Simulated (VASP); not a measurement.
# Pb (P6_3/mmc) in VASP: notebook

Pb is run at these levels: PBE; tasks: single point.

All numbers are computed with VASP 6.6.1; they aren't measurements. Logs are shortened: lines on timing, memory, paths and dates and some standing lists are left out, and cuts for length are marked.

### Step 1. The cell of the first run

Symmetry: P6_3/mmc, No. 194, hexagonal system. Conventional cell: a = 3.566 Å, b = 3.566 Å, c = 5.833 Å, α = 90.00°, β = 90.00°, γ = 120.00°. Pb (site symmetry -6m2) has 12 Pb at 3.57 Å within 4.7 Å.

This isn't the form of Pb at room conditions, which is fcc.

### Step 2. Single point, PBE, non-collinear spin, zero start, spin-orbit coupling (32.12 Å³/atom)

Contents of INCAR:

```
PREC     = Accurate       # precision mode
ENCUT    = 520            # plane-wave cutoff, eV
EDIFF    = 1E-6           # SCF threshold, eV
ISMEAR   = 0              # smearing method
SIGMA    = 0.05           # smearing width, eV
LREAL    = False          # projectors in reciprocal space
LASPH    = True           # aspherical terms in the spheres
NELM     = 150            # most SCF steps
ALGO     = Fast           # electronic algorithm
ISIF     = 2              # what is computed and relaxed
LWAVE    = False          # write WAVECAR
LCHARG   = False          # write CHGCAR
LNONCOLLINEAR= True           # non-collinear magnetism
MAGMOM   = 0 0 0 0 0 0    # initial moments
LORBIT   = 11             # projections on sites
LSORBIT  = True           # spin-orbit coupling
GGA_COMPAT= False        
LORBMOM  = True         
GGA      = PE             # functional
NBANDS   = 40             # bands
```

Contents of KPOINTS:

```
regular mesh
0
Gamma
  14 14 8
```

Contents of POSCAR:

```
Pb
1.0
    3.5658583537      0.0000000000      0.0000000000
   -1.7829291768      3.0881239206      0.0000000000
    0.0000000000      0.0000000000      5.8333634971
Pb
2
Direct
    0.3333333333      0.6666666667      0.7500000000
    0.6666666667      0.3333333333      0.2500000000
```

Potentials or basis: VASP PAW PBE potentials, release 64 (Pb_d).

Launch:

```
$ cat potpaw_PBE.64/Pb_d/POTCAR > POTCAR
$ mpirun -np 1 vasp_ncl > vasp.out
```

OUTCAR:

```text
PREC = Accurate
   ENCUT = 520
   EDIFF = 1E-6
   ISMEAR = 0
   LREAL = False
   LASPH = True
   NELM = 150
   ISIF = 2
   LNONCOLLINEAR = True
   LORBIT = 11
   LSORBIT = True
   GGA = PE

 ion  position               nearest neighbor table
   1  0.333  0.667  0.750-   2 3.57   2 3.57   2 3.57   2 3.57   2 3.57   2 3.57
   2  0.667  0.333  0.250-   1 3.57   1 3.57   1 3.57   1 3.57   1 3.57   1 3.57

  LATTYP: Found a hexagonal cell.
 ALAT       =     3.5658583537
 C/A-ratio  =     1.6358932180

  Lattice vectors:

 A1 = (   3.5658583537,   0.0000000000,   0.0000000000)
 A2 = (  -1.7829291768,   3.0881239206,   0.0000000000)
 A3 = (   0.0000000000,   0.0000000000,   5.8333634971)

Analysis of symmetry for initial positions (statically):
=====================================================================
 Subroutine PRICEL returns:
 Original cell was already a primitive cell.

 Routine SETGRP: Setting up the symmetry group for a
 hexagonal supercell.

 Subroutine GETGRP returns: Found 24 space group operations
 (whereof 12 operations were pure point group operations)
 out of a pool of 24 trial point group operations.

The static configuration has the point symmetry D_3d.
 The point group associated with its full space group is D_6h.

Analysis of symmetry for dynamics (positions and initial velocities):
=====================================================================
 Subroutine PRICEL returns:
 Original cell was already a primitive cell.

 Routine SETGRP: Setting up the symmetry group for a
 hexagonal supercell.

 Subroutine GETGRP returns: Found 24 space group operations
 (whereof 12 operations were pure point group operations)
 out of a pool of 24 trial point group operations.

The dynamic configuration has the point symmetry D_3d.
 The point group associated with its full space group is D_6h.

Analysis of structural, dynamic, and magnetic symmetry:
=====================================================================
 Subroutine PRICEL returns:
 Original cell was already a primitive cell.

 Routine SETGRP: Setting up the symmetry group for a
 hexagonal supercell.

 Subroutine GETGRP returns: Found 24 space group operations
 (whereof 12 operations were pure point group operations)
 out of a pool of 24 trial point group operations.

[... 1218 lines left out ...]
     -0.00000      2.05875      4.37502         0.000000      0.000000      0.000000
      1.78293      1.02937      1.45834        -0.000000     -0.000000      0.000000
 -----------------------------------------------------------------------------------
    total drift:                               -0.000000      0.000000     -0.000000

  FREE ENERGIE OF THE ION-ELECTRON SYSTEM (eV)
  ---------------------------------------------------
  free  energy   TOTEN  =        -8.1913392063 eV

  energy  without entropy=       -8.1892405975  energy(sigma->0) =       -8.19028990

 orbital moment (x)

 # of ion     p       d       tot
 ----------------------------------------
  1        -0.000  -0.000  -0.000
  2        -0.000  -0.000  -0.000
 ----------------------------------------
           -0.000  -0.000  -0.000

 orbital moment (y)

 # of ion     p       d       tot
 ----------------------------------------
  1         0.000  -0.000   0.000
  2         0.000  -0.000   0.000
 ----------------------------------------
            0.000  -0.000   0.000

 orbital moment (z)

 # of ion     p       d       tot
 ----------------------------------------
  1         0.000   0.000   0.000
  2         0.000   0.000   0.000
 ----------------------------------------
            0.000   0.000   0.000

 Spin-Orbit-Coupling matrix elements

 Ion:    1  E_soc:     -1.1527644
 l=   1
     0.0000000    -0.1246660    -0.1250347
    -0.1246660     0.0000000    -0.1246660
    -0.1250347    -0.1246660     0.0000000
 l=   2
     0.0000000    -0.0134421     0.0000000    -0.0134421    -0.0539586
    -0.0134421     0.0000000    -0.0404456    -0.0133971    -0.0134421
     0.0000000    -0.0404456     0.0000000    -0.0404456     0.0000000
    -0.0134421    -0.0133971    -0.0404456     0.0000000    -0.0134421
    -0.0539586    -0.0134421     0.0000000    -0.0134421     0.0000000
 l=   3
     0.0000000     0.0000000     0.0000000     0.0000000     0.0000000     0.0000000     0.0000000
     0.0000000     0.0000000     0.0000000     0.0000000     0.0000000     0.0000000     0.0000000
     0.0000000     0.0000000     0.0000000     0.0000000     0.0000000     0.0000000     0.0000000
     0.0000000     0.0000000     0.0000000     0.0000000     0.0000000     0.0000000     0.0000000
     0.0000000     0.0000000     0.0000000     0.0000000     0.0000000     0.0000000     0.0000000
     0.0000000     0.0000000     0.0000000     0.0000000     0.0000000     0.0000000     0.0000000
     0.0000000     0.0000000     0.0000000     0.0000000     0.0000000     0.0000000     0.0000000

 Ion:    2  E_soc:     -1.1527644
 l=   1
     0.0000000    -0.1246660    -0.1250347
    -0.1246660     0.0000000    -0.1246660
    -0.1250347    -0.1246660     0.0000000
 l=   2
     0.0000000    -0.0134421     0.0000000    -0.0134421    -0.0539586
    -0.0134421     0.0000000    -0.0404456    -0.0133971    -0.0134421
     0.0000000    -0.0404456     0.0000000    -0.0404456     0.0000000
    -0.0134421    -0.0133971    -0.0404456     0.0000000    -0.0134421
    -0.0539586    -0.0134421     0.0000000    -0.0134421     0.0000000
 l=   3
     0.0000000     0.0000000     0.0000000     0.0000000     0.0000000     0.0000000     0.0000000
     0.0000000     0.0000000     0.0000000     0.0000000     0.0000000     0.0000000     0.0000000
     0.0000000     0.0000000     0.0000000     0.0000000     0.0000000     0.0000000     0.0000000
     0.0000000     0.0000000     0.0000000     0.0000000     0.0000000     0.0000000     0.0000000
     0.0000000     0.0000000     0.0000000     0.0000000     0.0000000     0.0000000     0.0000000
     0.0000000     0.0000000     0.0000000     0.0000000     0.0000000     0.0000000     0.0000000
     0.0000000     0.0000000     0.0000000     0.0000000     0.0000000     0.0000000     0.0000000

 total charge

# of ion       s       p       d       tot
------------------------------------------
    1        1.398   0.737   9.808  11.943
    2        1.398   0.737   9.808  11.943
--------------------------------------------------
tot          2.796   1.474  19.616  23.887

 magnetization (x)

# of ion       s       p       d       tot
------------------------------------------
    1        0.000   0.000   0.000   0.000
    2        0.000   0.000   0.000   0.000
--------------------------------------------------
tot          0.000   0.000   0.000   0.000

 magnetization (y)

# of ion       s       p       d       tot
------------------------------------------
    1        0.000   0.000  -0.000   0.000
    2        0.000   0.000  -0.000  -0.000
--------------------------------------------------
tot          0.000   0.000  -0.000   0.000

 magnetization (z)

# of ion       s       p       d       tot
------------------------------------------
    1        0.000   0.000   0.000   0.000
    2        0.000   0.000   0.000   0.000
--------------------------------------------------
tot          0.000   0.000   0.000   0.000
```

stdout:

```text
POSCAR found type information on POSCAR Pb
 POSCAR found :  1 types and       2 ions
 scaLAPACK will be used
 LDA part: xc-table for (Slater+PW92), standard interpolation
 POSCAR, INCAR and KPOINTS ok, starting setup
 FFT: planning ... GRIDC
 FFT: planning ... GRID_SOFT
 FFT: planning ... GRID
 WAVECAR not read
 entering main loop
```

It took 7.3 min on 1 thread of AMD EPYC 9R45 (Zen 5), shared host; peak memory 0.56 GiB.

Results:

```
Free energy                                           : -8.1913 eV
Pressure                                              : 0.0 GPa
Net moment                                            : 0.00 μB per cell
Valence electrons inside the program's atomic spheres : Pb 11.94
```

Moments on the atoms (μB; x, y, z):
```
Pb  0.00 0.00 0.00
Pb  0.00 0.00 0.00
```

### Step 3. Single point, PBE, non-collinear spin, zero start, spin-orbit coupling

Contents of INCAR:

```
SYSTEM = Pb
ALGO = Fast
EDIFF = 1E-6
ENCUT = 520
GGA = PE
GGA_COMPAT = .FALSE.
ISIF = 2
ISMEAR = 0
LASPH = .TRUE.
LCHARG = .FALSE.
LORBIT = 11
LORBMOM = .TRUE.
LREAL = .FALSE.
LSORBIT = .TRUE.
LWAVE = .FALSE.
MAGMOM = 0 0 0 0 0 0
NBANDS = 40
NELM = 150
PREC = Accurate
SIGMA = 0.05
```

Contents of KPOINTS:

```
k-points
0
G
  14 14 8
  0 0 0
```

POSCAR is that of step 2.

Potentials or basis: VASP PAW PBE potentials, release 64 (Pb_d).

Launch:

```
$ cat potpaw_PBE.64/Pb_d/POTCAR > POTCAR
$ mpirun -np 1 vasp_ncl > vasp.out
```

OUTCAR:

```text
SYSTEM = Pb
   EDIFF = 1E-6
   ENCUT = 520
   GGA = PE
   ISIF = 2
   ISMEAR = 0
   LASPH = .TRUE.
   LORBIT = 11
   LREAL = .FALSE.
   LSORBIT = .TRUE.
   NELM = 150
   PREC = Accurate

 ion  position               nearest neighbor table
   1  0.333  0.667  0.750-   2 3.57   2 3.57   2 3.57   2 3.57   2 3.57   2 3.57
   2  0.667  0.333  0.250-   1 3.57   1 3.57   1 3.57   1 3.57   1 3.57   1 3.57

  LATTYP: Found a hexagonal cell.
 ALAT       =     3.5658583537
 C/A-ratio  =     1.6358932180

  Lattice vectors:

 A1 = (   3.5658583537,   0.0000000000,   0.0000000000)
 A2 = (  -1.7829291768,   3.0881239206,   0.0000000000)
 A3 = (   0.0000000000,   0.0000000000,   5.8333634971)

Analysis of symmetry for initial positions (statically):
[... 1333 lines left out ...]
     0.0000000     0.0000000     0.0000000     0.0000000     0.0000000     0.0000000     0.0000000
     0.0000000     0.0000000     0.0000000     0.0000000     0.0000000     0.0000000     0.0000000
     0.0000000     0.0000000     0.0000000     0.0000000     0.0000000     0.0000000     0.0000000
     0.0000000     0.0000000     0.0000000     0.0000000     0.0000000     0.0000000     0.0000000
     0.0000000     0.0000000     0.0000000     0.0000000     0.0000000     0.0000000     0.0000000

 total charge

# of ion       s       p       d       tot
------------------------------------------
    1        1.398   0.737   9.808  11.943
    2        1.398   0.737   9.808  11.943
--------------------------------------------------
tot          2.796   1.474  19.616  23.887

 magnetization (x)

# of ion       s       p       d       tot
------------------------------------------
    1        0.000   0.000   0.000   0.000
    2        0.000   0.000   0.000   0.000
--------------------------------------------------
tot          0.000   0.000   0.000   0.000

 magnetization (y)

# of ion       s       p       d       tot
------------------------------------------
    1        0.000   0.000  -0.000   0.000
    2        0.000   0.000  -0.000  -0.000
--------------------------------------------------
tot          0.000   0.000  -0.000   0.000

 magnetization (z)

# of ion       s       p       d       tot
------------------------------------------
    1        0.000   0.000   0.000   0.000
    2        0.000   0.000   0.000   0.000
--------------------------------------------------
tot          0.000   0.000   0.000   0.000
```

It took 11 min on 1 thread of Oxide Virtual Turin-like, shared host; peak memory 0.56 GiB.

Results:

```yaml
Free_energy: -8.1913 eV
Pressure: 0.0 GPa
Net_moment: 0.00 μB per cell
Valence_electrons_inside_the_program's_atomic_spheres: Pb 11.94
```

Moments on the atoms (μB; x, y, z):
```
Pb  0.00 0.00 0.00
Pb  0.00 0.00 0.00
```
